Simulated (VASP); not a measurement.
Crystal: CdTe.

```
Cd Te
1.0
     0.00000    3.28211    3.28211
     3.28211    0.00000    3.28211
     3.28211    3.28211    0.00000
Cd Te
1 1
Cartesian
  0.0000 0.0000 0.0000
  1.6411 1.6411 1.6411
```

| Quantity | Value |
| --- | --- |
| Program | VASP 6.6.1 |
| Task | relaxation of cell and atoms |
| Functional | PBE |
| Potentials or basis | VASP PAW PBE potentials, release 64 (Cd, Te) |
| Cutoff | 600 eV |
| k mesh | 8 × 8 × 8 |
| Occupations | gaussian, width 0.02 eV |
| Spin | no spin polarisation |

At the start: pressure 1.0 GPa; volume 35.36 Å³/atom.

Problem. How do energy, volume and symmetry change on relaxing?

Solution. Over 3 steps the energy falls by 2.9 meV/atom and the volume is 36.31 Å³/atom (+2.7 %); space group F-43m (No. 216, to 0.05 Å).

Step by step:
| step | energy change (eV) | largest force (eV/Å) | pressure (GPa) | volume (Å³) |
| --- | --- | --- | --- | --- |
| 1 | 0.0000 | 0.0000 | 1.00 | 70.71 |
| 2 | -0.0056 | 0.0000 | -0.18 | 72.99 |
| 3 | -0.0058 | 0.0000 | 0.00 | 72.61 |

Final structure:
```
CELL_PARAMETERS angstrom
0.00000 3.31126 3.31126
3.31126 0.00000 3.31126
3.31126 3.31126 0.00000
ATOMIC_POSITIONS crystal
Cd 0.00000 0.00000 0.00000
Te 0.25000 0.25000 0.25000
```
